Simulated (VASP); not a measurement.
## Mo: single point with PBE

Mo:

```xyz
2
Lattice="0.0000 2.9191 2.9191 2.9191 0.0000 2.9191 2.9191 2.9191 0.0000" Properties=species:S:1:pos:R:3 pbc="T T T"
Mo    0.7298    0.7298    0.7298
Mo    5.1084    5.1084    5.1084
```

This cell differs from its parent crystal: volume scaled by 1.08.

| Property | Result |
| --- | --- |
| Program | VASP 6.6.1 |
| Task | single point |
| Functional | PBE |
| Potentials or basis | VASP PAW PBE potentials, release 64 (Mo_sv) |
| Cutoff | 520 eV |
| k mesh | 11 × 11 × 11 |
| Occupations | fermi-dirac, width 0.1 eV |
| Spin | no spin polarisation |

```json
{"Pressure": "-6.7 GPa", "Band gap on the k mesh": "zero (band 14 reaches 6.28 eV, above the bottom of band 15 at 5.81 eV)"}
```

Levels at points of the mesh, in eV from the Fermi level:
```
           k point  band 10  band 11  band 12  band 13  band 14  band 15  band 16  band 17  band 18  band 19
(0.00, 0.00, 0.00)    -1.89    -1.89    -1.20    -1.20    -1.20     1.24     1.24     1.24     3.99     3.99
```

Run time: 23 s on 1 thread of Intel(R) Xeon(R) Platinum 8488C (Sapphire Rapids), on a shared host, peak memory 0.19 GiB.
